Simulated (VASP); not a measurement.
Runs of VASP 6.6.1 on C. The structure is that of space group Fd-3m (No. 227), or close to it. The cells are those of the table. 

| task | cell | gap on the mesh (eV) | pressure (GPa) | largest force (eV/Å) |
| --- | --- | --- | --- | --- |
| single point | a = 2.547, b = 2.547, c = 2.573 Å, angles 59.7, 59.7, 60.7°, 2 atoms | 3.51 | -27.2 | - |
| electric field gradients | a = 2.510, b = 2.510, c = 2.497 Å, angles 60.2, 60.2, 59.7°, 2 atoms | 4.02 | -2.8 | - |
| single point | a = 2.497, b = 2.497, c = 2.472 Å, angles 60.3, 60.3, 59.3°, 2 atoms | 3.93 | 6.8 | - |
| electric field gradients | a = 2.497, b = 2.497, c = 2.472 Å, angles 60.3, 60.3, 59.3°, 2 atoms | 3.93 | 6.8 | - |
| electric field gradients | a = 2.497 Å, angles 61.3°, 2 atoms | 4.05 | -11.0 | 0.15 |
| single point | a = 2.510, b = 2.510, c = 2.497 Å, angles 60.2, 60.2, 59.7°, 2 atoms | 4.02 | -2.8 | - |
| single point | a = 2.548 Å, angles 58.7°, 2 atoms | 4.05 | -11.0 | 0.05 |
| single point | a = 2.497 Å, angles 61.3°, 2 atoms | 4.05 | -11.0 | 0.15 |
| single point | a = 2.510 Å, angles 60.7°, 2 atoms | (a) | -11.5 | 0.06 |

Alike in all rows: level LDA; potentials or basis VASP PAW LDA potentials, release 64 (C); no spin polarisation; k mesh 16 × 16 × 16; cutoff (eV) 520; smearing fermi-dirac 0.03 eV.

Problem. Estimate the missing entries.

Solution. (a) 4.09.

Caveats: the cell stands under tension (at least some runs); the cell stands under pressure (at least some runs).

A k mesh can miss the band edges.
